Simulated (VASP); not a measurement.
HW14Se28 (a cell with a defect), 43 atoms in the cell. The cell holds a defect, 43 atoms: a = 8.676 Å, b = 8.676 Å, c = 12.793 Å, α = 90.00°, β = 90.00°, γ = 120.00°.  This cell differs from its parent crystal: with an interstitial atom, then relaxed in part.

```yaml
Program: VASP 6.6.1
Task: single point
Functional: PBE
Dispersion: D3(BJ)
Potentials_or_basis: VASP PAW PBE potentials, release 64 (W_sv, Se, H)
Cutoff: 520 eV
k_mesh: 2 × 2 × 2
Occupations: gaussian, width 0.01 eV
Spin: no spin polarisation
Dipole_correction: no
Charge: -1
Further_INCAR_settings: LREAL = Auto; ALGO = Fast; EDIFF = 1e-07; NBANDS = 210; NELECT = 366.0
```

Potentials or basis: VASP PAW PBE potentials, release 64 (W_sv, Se, H).

Run with:

```console
$ cat potpaw_PBE.64/W_sv/POTCAR potpaw_PBE.64/Se/POTCAR potpaw_PBE.64/H/POTCAR > POTCAR
$ mpirun -np 1 vasp_std > vasp.out
```

Hardware: 1 thread of Oxide Virtual Turin-like Processor, on a shared host.

**Question.** Estimate the wall time of this run.

**Answer.** Wall time 45 min on 1 thread of Oxide Virtual Turin-like Processor (shared host), peak memory 1.1 GiB. Counts: scf iterations 30, k points 4.
